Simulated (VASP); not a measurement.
A run of VASP 6.6.1:

Contents of INCAR:

```
ALGO = Normal ; EDIFF = 1E-6
ENCUT = 520 ; GGA = PE
ISIF = 2 ; ISMEAR = 0
LASPH = T ; LCHARG = T
LELF = T ; LREAL = F
LVHAR = T ; LWAVE = F
NBANDS = 17 ; NELM = 100
PREC = Accurate ; SIGMA = 0.05
```

File KPOINTS:

```
k-points
0
Gamma
  14 14 14
```

File POSCAR:

```
ZrSi2
1.0
   -1.6095390762      1.6095390762      4.5197757119
    1.6095390762     -1.6095390762      4.5197757119
    1.6095390762      1.6095390762     -4.5197757119
Zr Si
1 2
Direct
    0.0000000000      0.0000000000      0.0000000000
    0.3104526352      0.3104526352      0.0000000000
    0.6895473648      0.6895473648      0.0000000000
```

Potentials or basis: VASP PAW PBE potentials, release 64 (Zr_sv, Si).

Run with:

```console
$ cat potpaw_PBE.64/Zr_sv/POTCAR potpaw_PBE.64/Si/POTCAR > POTCAR
$ mpirun -np 1 vasp_std > vasp.out
```

Hardware: 1 thread of AMD EPYC 9R45 96-Core Processor (Zen 5) (shared host).

Q: How long does it take, and how much memory?

A: Run time: 3.1 min on 1 thread of AMD EPYC 9R45 96-Core Processor (Zen 5) (shared host), peak memory 0.34 GiB. Counts: scf iterations 12, k points 244.
